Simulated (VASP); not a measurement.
Runs of VASP 6.6.1 on Ta2N. The structure is that of space group P-3m1 (No. 164), or close to it. The cells are those of the table. 

```csv
cell,gap on the mesh (eV),pressure (GPa),largest force (eV/Å)
"a = 3.034, b = 3.034, c = 4.744 Å, angles 90.0, 90.0, 120.0°, 3 atoms",none,(a),0.27
"a = 3.034, b = 3.034, c = 5.004 Å, angles 90.0, 90.0, 120.0°, 3 atoms",none,-6.2,0.25
"a = 3.059, b = 3.059, c = 5.181 Å, angles 90.0, 90.0, 120.0°, 3 atoms",none,(b),0.04
"a = 3.200, b = 3.200, c = 4.617 Å, angles 90.0, 90.0, 120.0°, 3 atoms",none,-12.6,0.79
"a = 3.035, b = 3.035, c = 4.873 Å, angles 90.0, 90.0, 120.0°, 3 atoms",none,1.6,0.27
"a = 3.141, b = 3.141, c = 4.912 Å, angles 90.0, 90.0, 120.0°, 3 atoms",none,-19.5,0.43
"a = 3.086, b = 3.086, c = 5.090 Å, angles 90.0, 90.0, 120.0°, 3 atoms",none,-19.3,0.11
"a = 3.033, b = 3.033, c = 5.138 Å, angles 90.0, 90.0, 120.0°, 3 atoms",none,-12.9,0.22
"a = 2.954, b = 2.954, c = 5.005 Å, angles 90.0, 90.0, 120.0°, 3 atoms",none,(c),0.92
"a = 3.169, b = 3.169, c = 4.825 Å, angles 90.0, 90.0, 120.0°, 3 atoms",none,-19.3,0.59
"a = 3.145, b = 3.145, c = 4.538 Å, angles 90.0, 90.0, 120.0°, 3 atoms",none,2.4,0.53
"a = 3.062, b = 3.062, c = 4.661 Å, angles 90.0, 90.0, 120.0°, 3 atoms",none,11.0,0.05
```

Alike in all rows: task single point; level LDA; potentials or basis VASP PAW LDA potentials, release 64 (Ta_pv, N); no spin polarisation; k mesh 18 × 18 × 10; cutoff (eV) 520; smearing gaussian 0.15 eV.

Estimate the missing entries.

(a) 10.9; (b) -19.0; (c) 11.5.

Caveats: spin-orbit coupling is left out, which moves the levels of the heavy elements; the cell stands under tension (at least some runs); the cell stands under pressure (at least some runs).

A k mesh can miss the band edges, and the runs leave out spin-orbit coupling on Ta.

A gap of «none» marks levels without a gap at the run's occupations.
